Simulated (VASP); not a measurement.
# CuGe4 in VASP: single point with PBE+D3(BJ)

Aim: the single point of CuGe4 with PBE+D3(BJ).

Everything below comes from runs of VASP 6.6.1. Logs are shortened: lines on timing, memory, paths and dates and some standing lists are left out, and cuts for length are marked.

## (1) The cell of the first run

The cell holds a slab with vacuum, 5 atoms: a = 4.030 Å, b = 4.030 Å, c = 21.598 Å, α = 90.00°, β = 90.00°, γ = 120.00°.

## (2) Single point, PBE+D3(BJ)

INCAR reads:

```
PREC     = Accurate       # precision mode
ENCUT    = 520            # plane-wave cutoff, eV
EDIFF    = 1E-6           # SCF threshold, eV
ISMEAR   = 0              # smearing method
SIGMA    = 0.1            # smearing width, eV
LREAL    = False          # projectors in reciprocal space
LASPH    = True           # aspherical terms in the spheres
NELM     = 80             # most SCF steps
ALGO     = Normal         # electronic algorithm
ISIF     = 2              # what is computed and relaxed
LWAVE    = False          # write WAVECAR
LCHARG   = False          # write CHGCAR
LDIPOL   = True         
IDIPOL   = 3            
DIPOL    = 0.5 0.5 0.328
GGA      = PE             # functional
IVDW     = 12             # dispersion correction
NBANDS   = 42             # bands
```

KPOINTS reads:

```
Automatic mesh
0
Gamma
  9 9 1
```

POSCAR reads:

```
CuGe4
1.0
    4.0303587907      0.0000000000      0.0000000000
   -2.0151793953      3.4903930991      0.0000000000
    0.0000000000      0.0000000000     21.5984135941
Ge Cu
4 1
Direct
    0.3333333333      0.6666666667      0.1851987871
    0.0000000000      0.0000000000      0.2232892486
    0.0000000000      0.0000000000      0.3443139717
    0.6666666667      0.3333333333      0.3795840634
    0.6666666667      0.3333333333      0.5092232143
```

Potentials or basis: VASP PAW PBE potentials, release 64 (Ge_d, Cu).

Command:

```
> cat potpaw_PBE.64/Ge_d/POTCAR potpaw_PBE.64/Cu/POTCAR > POTCAR
> mpirun -np 1 vasp_std > vasp.out
```

OUTCAR:

```text
PREC = Accurate
   ENCUT = 520
   EDIFF = 1E-6
   ISMEAR = 0
   LREAL = False
   LASPH = True
   NELM = 80
   ISIF = 2
   GGA = PE
   IVDW = 12
 IVDW          = 12

 ion  position               nearest neighbor table
   1  0.333  0.667  0.185-   2 2.47   2 2.47   2 2.47
   2  0.000  0.000  0.223-   1 2.47   1 2.47   1 2.47   3 2.61
   3  0.000  0.000  0.344-   4 2.45   4 2.45   4 2.45   2 2.61
   4  0.667  0.333  0.380-   3 2.45   3 2.45   3 2.45   5 2.80
   5  0.667  0.333  0.509-   4 2.80

  LATTYP: Found a hexagonal cell.
 ALAT       =     4.0303587907
 C/A-ratio  =     5.3589307344

  Lattice vectors:

 A1 = (   4.0303587907,   0.0000000000,   0.0000000000)
 A2 = (  -2.0151793953,   3.4903930991,   0.0000000000)
 A3 = (   0.0000000000,   0.0000000000,  21.5984135941)

Analysis of symmetry for initial positions (statically):
=====================================================================
 Subroutine PRICEL returns:
 Original cell was already a primitive cell.

 Routine SETGRP: Setting up the symmetry group for a
 hexagonal supercell.

 Subroutine GETGRP returns: Found  6 space group operations
 (whereof  6 operations were pure point group operations)
 out of a pool of 24 trial point group operations.

The static configuration has the point symmetry C_3v.

Analysis of symmetry for dynamics (positions and initial velocities):
=====================================================================
 Subroutine PRICEL returns:
 Original cell was already a primitive cell.

 Routine SETGRP: Setting up the symmetry group for a
 hexagonal supercell.

 Subroutine GETGRP returns: Found  6 space group operations
 (whereof  6 operations were pure point group operations)
 out of a pool of 24 trial point group operations.

The dynamic configuration has the point symmetry C_3v.

 Subroutine INISYM returns: Found  6 space group operations
 (whereof  6 operations are pure point group operations),
 and found     1 'primitive' translations

----------------------------------------------------------------------------------------

                                     Primitive cell

  volume of cell :     303.8365

  direct lattice vectors                    reciprocal lattice vectors
     4.030358791  0.000000000  0.000000000     0.248116868  0.143250341  0.000000000
    -2.015179395  3.490393099  0.000000000     0.000000000  0.286500681  0.000000000
     0.000000000  0.000000000 21.598413594     0.000000000  0.000000000  0.046299697

  length of vectors
     4.030358791  4.030358791 21.598413594     0.286500681  0.286500681  0.046299697

  position of ions in fractional coordinates (direct lattice)
     0.333333333  0.666666667  0.185198787
     0.000000000  0.000000000  0.223289249
     0.000000000  0.000000000  0.344313972
     0.666666667  0.333333333  0.379584063
     0.666666667  0.333333333  0.509223214

  ion indices of the primitive-cell ions
   primitive index   ion index
                 1           1
                 2           2
                 3           3
                 4           4
                 5           5

----------------------------------------------------------------------------------------

 KPOINTS: Automatic mesh

Automatic generation of k-mesh.
 Grid dimensions read from file:
 generate k-points for:    9    9    1

 Generating k-lattice:

  Cartesian coordinates                     Fractional coordinates (reciprocal lattice)
     0.027568541  0.015916705  0.000000000     0.111111111 -0.000000000  0.000000000
     0.000000000  0.031833409  0.000000000     0.000000000  0.111111111  0.000000000
     0.000000000  0.000000000  0.046299697     0.000000000  0.000000000  1.000000000

  Length of vectors
     0.031833409  0.031833409  0.046299697

  Shift w.r.t. Gamma in fractional coordinates (k-lattice)
     0.000000000  0.000000000  0.000000000

 Subroutine IBZKPT returns following result:
 ===========================================

 Found     12 irreducible k-points:

 Following reciprocal coordinates:
            Coordinates               Weight
  0.000000  0.000000  0.000000      1.000000
  0.111111  0.000000  0.000000      6.000000
  0.222222  0.000000  0.000000      6.000000
  0.333333  0.000000  0.000000      6.000000
  0.444444  0.000000  0.000000      6.000000
  0.111111  0.111111  0.000000      6.000000
  0.222222  0.111111  0.000000     12.000000
  0.333333  0.111111  0.000000     12.000000
  0.444444  0.111111  0.000000      6.000000
  0.222222  0.222222  0.000000      6.000000
  0.333333  0.222222  0.000000     12.000000
  0.333333  0.333333  0.000000      2.000000
   k-points           NKPTS =     12   k-points in BZ     NKDIM =     12   number of bands    NBANDS=     42
   number of dos      NEDOS =    301   number of ions     NIONS =      5
   total plane-waves  NPLWV = 145800
   dimension x,y,z NGX =    30 NGY =   30 NGZ =  162
   dimension x,y,z NGXF=    60 NGYF=   60 NGZF=  324
   ions per type =               4   1
   NGX,Y,Z   is equivalent  to a cutoff of  12.37, 12.37, 12.47 a.u.
   NGXF,Y,Z  is equivalent  to a cutoff of  24.75, 24.75, 24.94 a.u.
 SYSTEM =  unknown system
   PREC   = accura    normal or accurate (medium, high low for compatibility)
   ISTART =      0    job   : 0-new  1-cont  2-samecut
   ICHARG =      2    charge: 1-file 2-atom 10-const
   ISPIN  =      1    spin polarized calculation?
   LNONCOLLINEAR =      F non collinear calculations
   LSORBIT =      F    spin-orbit coupling
   LASPH  =      T    aspherical Exc in radial PAW
   ENCUT  =  520.0 eV  38.22 Ry    6.18 a.u.   7.49  7.49 40.16*2*pi/ulx,y,z
   NELM   =     80;   NELMIN=  2; NELMDL= -5     # of ELM steps
   EDIFF  = 0.1E-05   stopping-criterion for ELM
   LREAL  =      F    real-space projection
   EDIFFG = 0.1E-04   stopping-criterion for IOM
   NSW    =      0    number of steps for IOM
   IBRION =     -1    ionic relax: 0-MD 1-quasi-New 2-CG
   NFREE  =      0    steps in history (QN), initial steepest desc. (CG)
   ISIF   =      2    stress and relaxation
   ISYM   =      2    0-nonsym 1-usesym 2-fastsym
   POTIM  = 0.5000    time-step for ionic-motion
   TEBEG  =    0.0;   TEEND  =   0.0 temperature during run
   PSTRESS=    0.0 pullay stress
   NELECT =      67.0000    total number of electrons
   NUPDOWN=      -1.0000    fix difference up-down
   EMIN   =  10.00;   EMAX   =-10.00  energy-range for DOS
   EFERMI =   0.00;   METHOD = LEGACY
   ISMEAR =     0;   SIGMA  =   0.10  broadening in eV -4-tet -1-fermi 0-gaus
   EFERMI_NEDOS =   21; number of points for ismear=-14 and -15
   IALGO  =     38    algorithm
   IMIX   =      4    mixing-type and parameters
     AMIX     =   0.40;   BMIX     =  1.00
     AMIX_MAG =   1.60;   BMIX_MAG =  1.00
  volume/ion in A,a.u.               =      60.77       410.08
  Fermi-wavevector in a.u.,A,eV,Ry     =   0.989054  1.869040 13.309585  0.978227
  Thomas-Fermi vector in A             =   2.120625
   LORBIT       =      0    0 simple, 1 ext, 2 COOP (PROOUT), +10 PAW based schemes
   GGA     = PE    functional components
   LHFCALC =     F    Hartree Fock is set to
   AEXX    =    0.0000 exact exchange contribution
   IVDW    =    12    specifies the selected vdW correction
   LEPSILON=     F    determine dielectric tensor
   LRPA    =     F    only Hartree local field effects (RPA)
 non-spin polarized calculation
 Gauss-broadening in eV      SIGMA  =   0.10
  energy-cutoff  :      520.00
  volume of cell :      303.84
 maximum number of plane-waves:      8229
 NGX is ok and might be reduce to    30
   NGX = 15   NGY = 15   NGZ = 81

 dipolmoment           0.000000      0.000000      0.131973 electrons x Angstroem

 number of electron      67.0000036 magnetization

 dipolmoment           0.000000      0.000000     -0.026321 electrons x Angstroem

 Free energy of the ion-electron system (eV)
  ---------------------------------------------------
  ext. energy  EPLUGINS =         0.00000000
  ---------------------------------------------------
  free energy    TOTEN  =       -18.37559418 eV

  energy without entropy =      -18.34519236  energy(sigma->0) =      -18.36039327

 E-fermi :  -1.3093     XC(G=0):  -4.5565

 val. band max:       -1.3139041430   @ k =   0.3333   0.2222   0.0000
 cond. band min:      -1.2925406297   @ k =   0.3333   0.1111   0.0000
 fundamental gap:      0.0213635133
 Fermi energy:        -1.3092602539

 k-point     1 :       0.0000    0.0000    0.0000
  band No.  band energies     occupation
      1     -25.7019      2.00000
      2     -25.7019      2.00000
      3     -25.6854      2.00000
      4     -25.6521      2.00000
      5     -25.6521      2.00000
      6     -25.6349      2.00000
[... 34 lines left out ...]
     41       2.8726      0.00000
     42       2.8746      0.00000

 k-point     2 :       0.1111    0.0000    0.0000
  band No.  band energies     occupation
      1     -25.7078      2.00000
      2     -25.7048      2.00000
      3     -25.6848      2.00000
      4     -25.6522      2.00000
      5     -25.6516      2.00000
      6     -25.6322      2.00000
[... 34 lines left out ...]
     41       2.8367      0.00000
     42       3.4041      0.00000

 k-point     3 :       0.2222    0.0000    0.0000
  band No.  band energies     occupation
      1     -25.7159      2.00000
      2     -25.7100      2.00000
      3     -25.6857      2.00000
      4     -25.6539      2.00000
      5     -25.6505      2.00000
      6     -25.6244      2.00000
[... 357 lines left out ...]
      4     -25.6645      2.00000
      5     -25.6359      2.00000
      6     -25.6152      2.00000
[... 34 lines left out ...]
     41       3.5878      0.00000
     42       4.4490      0.00000

 k-point    12 :       0.3333    0.3333    0.0000
  band No.  band energies     occupation
      1     -25.7338      2.00000
      2     -25.7207      2.00000
      3     -25.6828      2.00000
      4     -25.6657      2.00000
      5     -25.6370      2.00000
      6     -25.6105      2.00000
[... 34 lines left out ...]
     41       5.0032      0.00000
     42       5.0836      0.00000

------------------------ aborting loop because EDIFF is reached ----------------------------------------

 vacuum level on the upper side and lower side of the slab       (xc-potential included)        -0.313         0.070

 Edisp (eV)   -1.09888

 E8    (eV) :    -0.5065

  FORCE on cell =-STRESS in cart. coord.  units (eV):
  Direction    XX          YY          ZZ          XY          YZ          ZX
  --------------------------------------------------------------------------------------
  -------------------------------------------------------------------------------------
  Total      -0.86145    -0.86145    -3.07656    -0.00000     0.00000     0.00000
  in kB      -4.54255    -4.54255   -16.22319    -0.00000     0.00000     0.00000
  external pressure =       -8.44 kB  Pullay stress =        0.00 kB

 VOLUME and BASIS-vectors are now :
 -----------------------------------------------------------------------------
  energy-cutoff  :      520.00
  volume of cell :      303.84
      direct lattice vectors                 reciprocal lattice vectors
     4.030358791  0.000000000  0.000000000     0.248116868  0.143250341  0.000000000
    -2.015179395  3.490393099  0.000000000     0.000000000  0.286500681  0.000000000
     0.000000000  0.000000000 21.598413594     0.000000000  0.000000000  0.046299697

 POSITION                                       TOTAL-FORCE (eV/Angst)
 -----------------------------------------------------------------------------------
     -0.00000      2.32693      4.00000        -0.000000      0.000000      0.150982
      0.00000      0.00000      4.82269        -0.000000      0.000000      0.086805
      0.00000      0.00000      7.43664         0.000000     -0.000000     -0.327783
      2.01518      1.16346      8.19841         0.000000      0.000000      0.931619
      2.01518      1.16346     10.99841        -0.000000      0.000000     -0.841623
 -----------------------------------------------------------------------------------
    total drift:                               -0.000000     -0.000000      0.001306

  FREE ENERGIE OF THE ION-ELECTRON SYSTEM (eV)
  ---------------------------------------------------
  free  energy   TOTEN  =       -19.4744707804 eV

  energy  without entropy=      -19.4440689567  energy(sigma->0) =      -19.45926987

 vacuum level on the upper side and lower side of the slab         2.820         3.237
```

Run time: 3.5 min. Hardware: 1 thread of AMD EPYC 9R45 (Zen 5), shared host; peak memory 0.42 GiB.

Results:

```yaml
Free_energy: -19.4745 eV
Largest_force: 0.932 eV/Å
Band_gap_on_the_k_mesh: zero (an odd number of electrons rules out a gap without spin polarisation)
Dispersion_energy_per_atom: -0.220 eV
```

Forces in eV/Å, atoms in the order of the input:
```
Ge   0.000  0.000  0.151
Ge   0.000  0.000  0.087
Ge   0.000  0.000 -0.328
Ge   0.000  0.000  0.932
Cu   0.000  0.000 -0.842
```

Levels at points of the mesh, in eV from the Fermi level:
| k point | band 31 | band 32 | band 33 | band 34 | band 35 | band 36 | band 37 | band 38 |
| --- | --- | --- | --- | --- | --- | --- | --- | --- |
| (0.00, 0.00, 0.00) | -0.49 | -0.49 | 0.08 | 0.08 | 0.75 | 1.21 | 1.67 | 3.71 |

The gap in the log of VASP goes by the Fermi energy; the results here count the filled bands.